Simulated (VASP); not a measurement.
Set up this calculation in VASP 6.6.1, as the native input.

* Task: single point
* Functional: LDA
* Potentials or basis: VASP PAW LDA potentials, release 64 (Ti_sv, Al)
* Cutoff: 520 eV
* k mesh: 9 × 6 × 6
* Occupations: fermi-dirac, width 0.05 eV
* Spin: no spin polarisation
* Dipole correction: no
* Further INCAR settings: ALGO = Normal; EDIFF = 1e-06; NBANDS = 18

The structure of TiAl3 lies in POSCAR:

```
TiAl3
1.0
    2.8396770000      0.0000000000      0.0000000000
    0.0000000000      4.6812640000      0.0000000000
    0.0000000000      0.0000000000      4.9007420000
Ti Al
1 3
Direct
    0.0000000000      0.5000000000      0.1659160000
    0.0000000000      0.0000000000      0.8359000000
    0.5000000000      0.0000000000      0.3309120000
    0.5000000000      0.5000000000      0.6672710000
```

The input as run:

INCAR

```
SYSTEM = TiAl3
ALGO     = Normal         ! electronic algorithm
EDIFF    = 1E-6           ! SCF threshold, eV
ENCUT    = 520            ! plane-wave cutoff, eV
ISIF     = 2              ! what is computed and relaxed
ISMEAR   = -1             ! smearing method
LASPH    = .True.         ! aspherical terms in the spheres
LCHARG   = .False.        ! write CHGCAR
LREAL    = .False.        ! projectors in reciprocal space
LWAVE    = .False.        ! write WAVECAR
NBANDS   = 18             ! bands
NELM     = 60             ! most SCF steps
PREC     = Accurate       ! precision mode
SIGMA    = 0.05           ! smearing width, eV
```

KPOINTS

```
k-points
0
Gamma
  9 6 6
  0 0 0
```

Potentials or basis: VASP PAW LDA potentials, release 64 (Ti_sv, Al).

Run with:

```console
$ cat potpaw_LDA.64/Ti_sv/POTCAR potpaw_LDA.64/Al/POTCAR > POTCAR
$ mpirun -np 1 vasp_std > vasp.out
```

Results of the run:

The pressure is -5.0 GPa and the largest force is 0.084 eV/Å.

Wall time 85 s on 1 thread of Intel(R) Xeon(R) Platinum 8488C (Sapphire Rapids), on a shared host, peak memory 0.21 GiB.
